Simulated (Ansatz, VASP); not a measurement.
One calculation of CdF2, two programs

```xyz
3
Lattice="0.0000 2.6734 2.8391 2.6734 0.0000 2.8391 2.6734 2.6734 0.0000" Properties=species:S:1:pos:R:3 pbc="T T T"
Cd    0.0000    0.0000    0.0000
F     1.3367    1.3367    1.4195
F     4.0100    4.0100    4.2586
```

Alike in both runs: task single point; functional PBEsol; k mesh 8 × 8 × 8; occupations gaussian, width 0.05 eV; no spin polarisation.

|  | VASP | Ansatz |
| --- | --- | --- |
| version | VASP 6.6.1 | Ansatz 0.2.0 |
| potentials or method | VASP PAW PBE potentials, release 64 (Cd, F), cutoff 520 eV | scalar-relativistic, plane waves, PAW |
| valence electrons in the cell | 26 | 34 |

Ansatz gave:

```
gap on the k mesh at the Fermi level (eV)                     : 2.70
least direct gap on the mesh (eV)                             : 3.21
pressure (GPa)                                                : -3.9
traceless stress, the component that is largest in VASP (GPa) : -4.34
```

Problem. Which values does VASP return?

Solution. gap on the k mesh at the Fermi level (eV): 2.67; least direct gap on the mesh (eV): 3.18; pressure (GPa): -3.3; traceless stress, the component that is largest in VASP (GPa): -4.27.

VASP's potentials were made for PBE, not for PBEsol. VASP's potentials hold 26 valence electrons a cell and Ansatz's 34, so a difference there can come from the potentials and not from the codes.
